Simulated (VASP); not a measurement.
Write the native input for VASP 6.6.1 that does the following.

| Item | Value |
| --- | --- |
| Task | single point |
| Functional | PBE |
| Potentials or basis | VASP PAW PBE potentials, release 64 (In_d) |
| Cutoff | 520 eV |
| k mesh | 20 × 20 × 20 |
| Occupations | gaussian, width 0.15 eV |
| Spin | no spin polarisation |
| Dipole correction | no |
| Further INCAR settings | ALGO = Fast; EDIFF = 1e-06; NBANDS = 12 |

The structure of In lies in POSCAR:

```
In
1.0
   -1.5936270000      1.6586730000      2.4739500000
    1.5936270000     -1.6586730000      2.4739500000
    1.5936270000      1.6586730000     -2.4739500000
In
1
Direct
    0.0000000000      0.0000000000      0.0000000000
```

This cell differs from its parent crystal: strain -0.0200 x Voigt [1, -1, 0, 0, 0, 0].

The input as run:

INCAR

```
PREC = Accurate ; ENCUT = 520
EDIFF = 1E-6 ; ISMEAR = 0
SIGMA = 0.15 ; LREAL = False
LASPH = True ; NELM = 80
ALGO = Fast ; ISIF = 2
LWAVE = False ; LCHARG = False
GGA = PE ; NBANDS = 12
```

KPOINTS

```
Automatic mesh
0
Gamma
  20 20 20
```

Potentials or basis: VASP PAW PBE potentials, release 64 (In_d).

Launch:

```sh
$ cat potpaw_PBE.64/In_d/POTCAR > POTCAR
$ mpirun -np 1 vasp_std > vasp.out
```

It gave:

```
Pressure : 2.0 GPa
```

Caveat: the cell differs from its parent crystal (strain -0.0200 x Voigt [1, -1, 0, 0, 0, 0]).

Run time: 12 min on 1 thread of Intel Xeon 8259CL, with other jobs on the host, peak memory 0.45 GiB.
